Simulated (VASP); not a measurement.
# KF (F-43m) in VASP: a series of runs

The runs below take KF through single point, with PBE-based global hybrid with 15 % exact exchange, PBE-based global hybrid with 5 % exact exchange, PBE-based screened hybrid with 35 % exact exchange.

All numbers are computed with VASP 6.6.1; they aren't measurements. Logs are shortened: lines on timing, memory, paths and dates and some standing lists are left out, and cuts for length are marked.

## (1) The cell of the first run

The structure is cubic, space group F-43m (No. 216). Conventional cell: a = 5.871 Å, b = 5.871 Å, c = 5.871 Å, α = 90.00°, β = 90.00°, γ = 90.00°. Within 3.4 Å of K (site symmetry -43m) lie 4 F at 2.54 Å. Within 3.4 Å of F (site symmetry -43m) lie 4 K at 2.54 Å.

## (2) Single point, PBE-based global hybrid with 15 % exact exchange

POSCAR

```
KF
1.0
    0.0000000000      2.9354014298      2.9354014298
    2.9354014298      0.0000000000      2.9354014298
    2.9354014298      2.9354014298      0.0000000000
K F
1 1
Direct
    0.0000000000      0.0000000000      0.0000000000
    0.2500000000      0.2500000000      0.2500000000
```

INCAR.step1

```
  ALGO = Normal
  EDIFF = 1E-5
  ENCUT = 520
  GGA = PE
  ISIF = 2
  ISMEAR = 0
  LASPH = T
  LCHARG = F
  LREAL = F
  LWAVE = T
  NBANDS = 15
  NELM = 100
  PREC = Accurate
  SIGMA = 0.01
```

INCAR.step2

```
  AEXX = 0.15
  ALGO = Normal
  EDIFF = 1E-7
  ENCUT = 520
  GGA = PE
  ISIF = 2
  ISMEAR = 0
  ISTART = 1
  LASPH = T
  LCHARG = F
  LHFCALC = T
  LREAL = F
  LWAVE = F
  NBANDS = 15
  NELM = 100
  PREC = Accurate
  PRECFOCK = Normal
  SIGMA = 0.01
```

KPOINTS

```
k-points
0
Gamma
  4 4 4
```

Potentials or basis: VASP PAW PBE potentials, release 64 (K_sv, F).

Started as:

```bash
> cat potpaw_PBE.64/K_sv/POTCAR potpaw_PBE.64/F/POTCAR > POTCAR
> cp INCAR.step1 INCAR
> mpirun -np 1 vasp_std > vasp.out
> cp INCAR.step2 INCAR
> mpirun -np 1 vasp_std > vasp.out
```

OUTCAR:

```text
AEXX = 0.15
   EDIFF = 1E-7
   ENCUT = 520
   GGA = PE
   ISIF = 2
   ISMEAR = 0
   ISTART = 1
   LASPH = T
   LHFCALC = T
   LREAL = F
   NELM = 100
   PREC = Accurate
   PRECFOCK = Normal

 ion  position               nearest neighbor table
   1  0.000  0.000  0.000-   2 2.54   2 2.54   2 2.54   2 2.54
   2  0.250  0.250  0.250-   1 2.54   1 2.54   1 2.54   1 2.54

  LATTYP: Found a face centered cubic cell.
 ALAT       =     5.8708028596

  Lattice vectors:

 A1 = (   0.0000000000,   2.9354014298,   2.9354014298)
 A2 = (   2.9354014298,   0.0000000000,   2.9354014298)
 A3 = (   2.9354014298,   2.9354014298,   0.0000000000)

Analysis of symmetry for initial positions (statically):
=====================================================================
 Subroutine PRICEL returns:
 Original cell was already a primitive cell.

 Routine SETGRP: Setting up the symmetry group for a
 face centered cubic supercell.

 Subroutine GETGRP returns: Found 24 space group operations
 (whereof 24 operations were pure point group operations)
 out of a pool of 48 trial point group operations.

The static configuration has the point symmetry T_d .

Analysis of symmetry for dynamics (positions and initial velocities):
=====================================================================
 Subroutine PRICEL returns:
 Original cell was already a primitive cell.

 Routine SETGRP: Setting up the symmetry group for a
 face centered cubic supercell.

 Subroutine GETGRP returns: Found 24 space group operations
 (whereof 24 operations were pure point group operations)
 out of a pool of 48 trial point group operations.

The dynamic configuration has the point symmetry T_d .

 Subroutine INISYM returns: Found 24 space group operations
 (whereof 24 operations are pure point group operations),
 and found     1 'primitive' translations

----------------------------------------------------------------------------------------

                                     Primitive cell

  volume of cell :      50.5863

  direct lattice vectors                    reciprocal lattice vectors
     0.000000000  2.935401430  2.935401430    -0.170334454  0.170334454  0.170334454
     2.935401430  0.000000000  2.935401430     0.170334454 -0.170334454  0.170334454
     2.935401430  2.935401430  0.000000000     0.170334454  0.170334454 -0.170334454

[... 82 lines left out ...]
   EFERMI_NEDOS =   21; number of points for ismear=-14 and -15
   IALGO  =     38    algorithm
   IMIX   =      1    mixing-type and parameters
     AMIX     =   0.40;   BMIX     =  1.00
     AMIX_MAG =   1.60;   BMIX_MAG =  1.00
  volume/ion in A,a.u.               =      25.29       170.69
  Fermi-wavevector in a.u.,A,eV,Ry     =   1.115417  2.107833 16.927763  1.244155
  Thomas-Fermi vector in A             =   2.252022
   LORBIT       =      0    0 simple, 1 ext, 2 COOP (PROOUT), +10 PAW based schemes
   GGA     = PE    functional components
   LHFCALC =     T    Hartree Fock is set to
   PRECFOCK=normal    Normal, Fast or Accurate (Low or Medium for compatibility)
   ENCUT4O =  -1.0   cutoff for four orbital integrals eV
   NKREDX  =     1    reduce k-point grid by
   NKREDY  =     1    reduce k-point grid by
   NKREDZ  =     1    reduce k-point grid by
   AEXX    =    0.1500 exact exchange contribution
   HFSCREEN=    0.0000 screening length (either q_TF or 0.3 A-1)
   HFSCREENC=   0.0000 screening length for correlation (either q_TF or 0.3 A-1)
   ENCUTFOCK=  -1.0 apply spherical cutoff to Coloumb kernel
   IVDW    =     0    specifies the selected vdW correction
   LEPSILON=     F    determine dielectric tensor
   LRPA    =     F    only Hartree local field effects (RPA)
 non-spin polarized calculation
 Gauss-broadening in eV      SIGMA  =   0.01
  energy-cutoff  :      520.00
  volume of cell :       50.59
 maximum number of plane-waves:      1380
 NGX is ok and might be reduce to    32
  NGX = 24; NGY = 24; NGZ = 24

 number of electron      15.9999996 magnetization

 Free energy of the ion-electron system (eV)
  ---------------------------------------------------
  ext. energy  EPLUGINS =         0.00000000
  ---------------------------------------------------
  free energy    TOTEN  =        -9.42217869 eV

  energy without entropy =       -9.42217869  energy(sigma->0) =       -9.42217869

 E-fermi :  -4.6708     XC(G=0):  -6.0717

 val. band max:       -4.8140767125   @ k =  -0.2500   0.5000   0.2500
 cond. band min:       1.9233280243   @ k =   0.0000   0.0000   0.0000
 fundamental gap:      6.7374047368
 Fermi energy:        -4.6707925373

 k-point     1 :       0.0000    0.0000    0.0000
  band No.  band energies     occupation
      1     -31.9373      2.00000
      2     -24.2728      2.00000
      3     -14.5228      2.00000
      4     -14.5228      2.00000
      5     -14.5228      2.00000
      6      -5.0261      2.00000
      7      -5.0261      2.00000
      8      -5.0261      2.00000
      9       1.9233      0.00000
     10       8.8676      0.00000
     11       8.8676      0.00000
     12       8.9838      0.00000
     13       8.9838      0.00000
     14       8.9838      0.00000
[... 113 lines left out ...]
      2     -24.3809      2.00000
      3     -14.7216      2.00000
      4     -14.6586      2.00000
      5     -14.4742      2.00000
      6      -5.0852      2.00000
      7      -4.9822      2.00000
      8      -4.8141      2.00000
      9       5.1052      0.00000
     10       5.5086      0.00000
     11       8.4911      0.00000
     12       9.1493      0.00000
     13      10.2252      0.00000
     14      10.7466      0.00000
     15      10.8544      0.00000

------------------------ aborting loop because EDIFF is reached ----------------------------------------

  FORCE on cell =-STRESS in cart. coord.  units (eV):
  Direction    XX          YY          ZZ          XY          YZ          ZX
  --------------------------------------------------------------------------------------
  -------------------------------------------------------------------------------------
  Total        0.2055300      0.2055300      0.2055300     -0.0000000      0.0000000     -0.0000000
  in kB        6.5095851      6.5095851      6.5095851     -0.0000000      0.0000000     -0.0000000
  external PRESSURE =       6.5095851 kB  Pullay stress =       0.0000000 kB

 VOLUME and BASIS-vectors are now :
 -----------------------------------------------------------------------------
  energy-cutoff  :      520.00
  volume of cell :       50.59
      direct lattice vectors                 reciprocal lattice vectors
     0.000000000  2.935401430  2.935401430    -0.170334454  0.170334454  0.170334454
     2.935401430  0.000000000  2.935401430     0.170334454 -0.170334454  0.170334454
     2.935401430  2.935401430  0.000000000     0.170334454  0.170334454 -0.170334454

 POSITION                                       TOTAL-FORCE (eV/Angst)
 -----------------------------------------------------------------------------------
      0.00000      0.00000      0.00000         0.000000     -0.000000      0.000000
      1.46770      1.46770      1.46770        -0.000000      0.000000     -0.000000
 -----------------------------------------------------------------------------------
    total drift:                               -0.000001     -0.000000     -0.000000

  FREE ENERGIE OF THE ION-ELECTRON SYSTEM (eV)
  ---------------------------------------------------
  free  energy   TOTEN  =        -9.4221786907 eV

  energy  without entropy=       -9.4221786907  energy(sigma->0) =       -9.42217869
```

OSZICAR.step1:

```text
N       E                     dE             d eps       ncg     rms          rms(c)
DAV:   1     0.111976243436E+03    0.11198E+03   -0.77380E+03   240   0.993E+02
DAV:   2    -0.444287756527E+01   -0.11642E+03   -0.10813E+03   324   0.270E+02
DAV:   3    -0.952132871785E+01   -0.50785E+01   -0.50646E+01   310   0.526E+01
DAV:   4    -0.969578041299E+01   -0.17445E+00   -0.17443E+00   338   0.834E+00
DAV:   5    -0.969794983362E+01   -0.21694E-02   -0.21692E-02   346   0.863E-01    0.685E+00
DAV:   6    -0.816217874393E+01    0.15358E+01   -0.46611E+00   268   0.160E+01    0.390E+00
DAV:   7    -0.811768706312E+01    0.44492E-01   -0.12390E-01   263   0.255E+00    0.231E+00
DAV:   8    -0.811573708540E+01    0.19500E-02   -0.78365E-02   261   0.261E+00    0.318E-01
DAV:   9    -0.811924211636E+01   -0.35050E-02   -0.80007E-03   308   0.563E-01    0.146E-01
DAV:  10    -0.812128442164E+01   -0.20423E-02   -0.20793E-03   247   0.386E-01    0.558E-02
DAV:  11    -0.812123435346E+01    0.50068E-04   -0.13349E-04   324   0.940E-02    0.191E-02
DAV:  12    -0.812124387543E+01   -0.95220E-05   -0.24316E-05   261   0.392E-02
   1 F= -.81212439E+01 E0= -.81212439E+01  d E =-.811586E-74
```

Wall time 5.4 min (1 thread of Intel Xeon Platinum 8175M at 2.50GHz (Skylake/Cascade Lake), shared host); peak memory 0.18 GiB.

What came out:

* Free energy: -9.4222 eV
* Pressure: 0.7 GPa
* Band gap on the k mesh: 6.74 eV (least direct gap 6.95 eV)

Caveat: the k points lie up to 0.46 Å⁻¹ apart; the PAW data sets were made with another functional, which shifts forces and pressure a little.

## (3) Single point, PBE-based global hybrid with 5 % exact exchange

POSCAR is that of step 2.

INCAR.step1

```
ALGO = Normal ; EDIFF = 1E-5
ENCUT = 520 ; GGA = PE
ISIF = 2 ; ISMEAR = 0
LASPH = True ; LCHARG = False
LREAL = False ; LWAVE = True
NBANDS = 15 ; NELM = 80
PREC = Accurate ; SIGMA = 0.01
```

INCAR.step2

```
AEXX = 0.05 ; ALGO = Normal
EDIFF = 1E-6 ; ENCUT = 520
GGA = PE ; ISIF = 2
ISMEAR = 0 ; ISTART = 1
LASPH = True ; LCHARG = False
LHFCALC = True ; LREAL = False
LWAVE = False ; NBANDS = 15
NELM = 80 ; PREC = Accurate
PRECFOCK = Normal ; SIGMA = 0.01
```

KPOINTS is that of step 2.

Potentials or basis: VASP PAW PBE potentials, release 64 (K_sv, F).

Started as:

```bash
> cat potpaw_PBE.64/K_sv/POTCAR potpaw_PBE.64/F/POTCAR > POTCAR
> cp INCAR.step1 INCAR
> mpirun -np 1 vasp_std > vasp.out
> cp INCAR.step2 INCAR
> mpirun -np 1 vasp_std > vasp.out
```

OUTCAR:

```text
AEXX = 0.05
   EDIFF = 1E-6
   ENCUT = 520
   GGA = PE
   ISIF = 2
   ISMEAR = 0
   ISTART = 1
   LASPH = True
   LHFCALC = True
   LREAL = False
   NELM = 80
   PREC = Accurate
   PRECFOCK = Normal

 ion  position               nearest neighbor table
   1  0.000  0.000  0.000-   2 2.54   2 2.54   2 2.54   2 2.54
   2  0.250  0.250  0.250-   1 2.54   1 2.54   1 2.54   1 2.54

  LATTYP: Found a face centered cubic cell.
 ALAT       =     5.8708028596

  Lattice vectors:

 A1 = (   0.0000000000,   2.9354014298,   2.9354014298)
 A2 = (   2.9354014298,   0.0000000000,   2.9354014298)
 A3 = (   2.9354014298,   2.9354014298,   0.0000000000)

Analysis of symmetry for initial positions (statically):
=====================================================================
 Subroutine PRICEL returns:
 Original cell was already a primitive cell.

 Routine SETGRP: Setting up the symmetry group for a
 face centered cubic supercell.

 Subroutine GETGRP returns: Found 24 space group operations
 (whereof 24 operations were pure point group operations)
[... 167 lines left out ...]
      3     -13.6714      2.00000
      4     -13.6714      2.00000
      5     -13.6714      2.00000
      6      -4.2464      2.00000
      7      -4.2464      2.00000
      8      -4.2464      2.00000
      9       1.6447      0.00000
     10       8.3612      0.00000
     11       8.3612      0.00000
     12       8.4942      0.00000
     13       8.4942      0.00000
     14       8.4942      0.00000
[... 113 lines left out ...]
      2     -22.9826      2.00000
      3     -13.8660      2.00000
      4     -13.8027      2.00000
      5     -13.6250      2.00000
      6      -4.3020      2.00000
      7      -4.2078      2.00000
      8      -4.0363      2.00000
      9       4.7901      0.00000
     10       5.1747      0.00000
     11       8.0452      0.00000
     12       8.6560      0.00000
     13       9.8153      0.00000
     14      10.1631      0.00000
     15      10.3671      0.00000

------------------------ aborting loop because EDIFF is reached ----------------------------------------

  FORCE on cell =-STRESS in cart. coord.  units (eV):
  Direction    XX          YY          ZZ          XY          YZ          ZX
  --------------------------------------------------------------------------------------
  -------------------------------------------------------------------------------------
  Total        0.2688799      0.2688799      0.2688799      0.0000000      0.0000000      0.0000000
  in kB        8.5160157      8.5160157      8.5160157      0.0000000      0.0000000      0.0000000
  external PRESSURE =       8.5160157 kB  Pullay stress =       0.0000000 kB

 VOLUME and BASIS-vectors are now :
 -----------------------------------------------------------------------------
  energy-cutoff  :      520.00
  volume of cell :       50.59
      direct lattice vectors                 reciprocal lattice vectors
     0.000000000  2.935401430  2.935401430    -0.170334454  0.170334454  0.170334454
     2.935401430  0.000000000  2.935401430     0.170334454 -0.170334454  0.170334454
     2.935401430  2.935401430  0.000000000     0.170334454  0.170334454 -0.170334454

 POSITION                                       TOTAL-FORCE (eV/Angst)
 -----------------------------------------------------------------------------------
      0.00000      0.00000      0.00000         0.000000      0.000000      0.000000
      1.46770      1.46770      1.46770        -0.000000     -0.000000      0.000000
 -----------------------------------------------------------------------------------
    total drift:                               -0.000000     -0.000001     -0.000001

  FREE ENERGIE OF THE ION-ELECTRON SYSTEM (eV)
  ---------------------------------------------------
  free  energy   TOTEN  =        -8.5513627742 eV

  energy  without entropy=       -8.5513627742  energy(sigma->0) =       -8.55136277
```

It took 3.8 min on 1 thread of Intel Xeon Platinum 8175M at 2.50GHz (Skylake/Cascade Lake), shared host; peak memory 0.18 GiB.

Results:

```
Free energy            : -8.5514 eV
Pressure               : 0.9 GPa
Band gap on the k mesh : 5.68 eV (least direct gap 5.89 eV)
```

Caveat: the k points lie up to 0.46 Å⁻¹ apart; the PAW data sets were made with another functional, which shifts forces and pressure a little.

## (4) Single point, PBE-based screened hybrid with 35 % exact exchange

POSCAR is that of step 3.

INCAR.step1

```
SYSTEM = KF
ALGO = Normal
EDIFF = 1E-5
ENCUT = 520
GGA = PE
ISIF = 2
ISMEAR = 0
LASPH = .True.
LCHARG = .False.
LREAL = .False.
LWAVE = .True.
NBANDS = 15
NELM = 80
PREC = Accurate
SIGMA = 0.01
```

INCAR.step2

```
SYSTEM = KF
AEXX = 0.35
ALGO = Normal
EDIFF = 1E-6
ENCUT = 520
GGA = PE
HFSCREEN = 0.5
ISIF = 2
ISMEAR = 0
ISTART = 1
LASPH = .True.
LCHARG = .False.
LHFCALC = .True.
LREAL = .False.
LWAVE = .False.
NBANDS = 15
NELM = 80
PREC = Accurate
PRECFOCK = Normal
SIGMA = 0.01
```

KPOINTS

```
k-points
0
Gamma
  4 4 4
  0 0 0
```

Started as:

```bash
> cat potpaw_PBE.64/K_sv/POTCAR potpaw_PBE.64/F/POTCAR > POTCAR
> cp INCAR.step1 INCAR
> mpirun -np 1 vasp_std > vasp.out
> cp INCAR.step2 INCAR
> mpirun -np 1 vasp_std > vasp.out
```

It took 5.7 min on 1 thread of Intel Xeon Platinum 8175M at 2.50GHz (Skylake/Cascade Lake), shared host; peak memory 0.28 GiB.

Results (log left out):

* Free energy: -9.7402 eV
* Pressure: 0.3 GPa
* Band gap on the k mesh: 6.78 eV (least direct gap 6.99 eV)

Levels at points of the mesh, in eV from the valence-band top:
```tsv
k point	band 4	band 5	band 6	band 7	band 8	band 9	band 10	band 11	band 12	band 13
(0.00, 0.00, 0.00)	-9.77	-9.77	-0.21	-0.21	-0.21	6.78	13.90	13.90	14.00	14.00
(0.50, 0.00, 0.00)	-9.82	-9.82	-0.25	-0.12	-0.12	9.66	10.92	12.88	12.88	15.27
(0.50, 0.50, 0.00)	-9.90	-9.78	-0.43	0.00	0.00	9.94	10.10	14.37	15.13	15.13
```

Caveat: the k points lie up to 0.46 Å⁻¹ apart; the PAW data sets were made with another functional, which shifts forces and pressure a little. A k mesh can miss the band edges.

## (5) The runs side by side

```csv
level,share of exact exchange,screening parameter,gap on the mesh (eV),pressure (GPa)
PBE-based global hybrid with 15 % exact exchange,0.15,-,6.74,0.7
PBE-based global hybrid with 5 % exact exchange,0.05,-,5.68,0.9
PBE-based screened hybrid with 35 % exact exchange,0.35,0.5 1/Å,6.78,0.3
```

Alike in all rows: task single point; potentials or basis VASP PAW PBE potentials, release 64 (K_sv, F); no spin polarisation; cell as given; k mesh 4 × 4 × 4; cutoff (eV) 520; smearing gaussian 0.01 eV.

Caveats: all runs use coarse meshes; the PAW data sets were made with another functional, which shifts forces and pressure a little.

Total energies depend on the potentials used, so only differences within one code and one set of settings carry meaning.
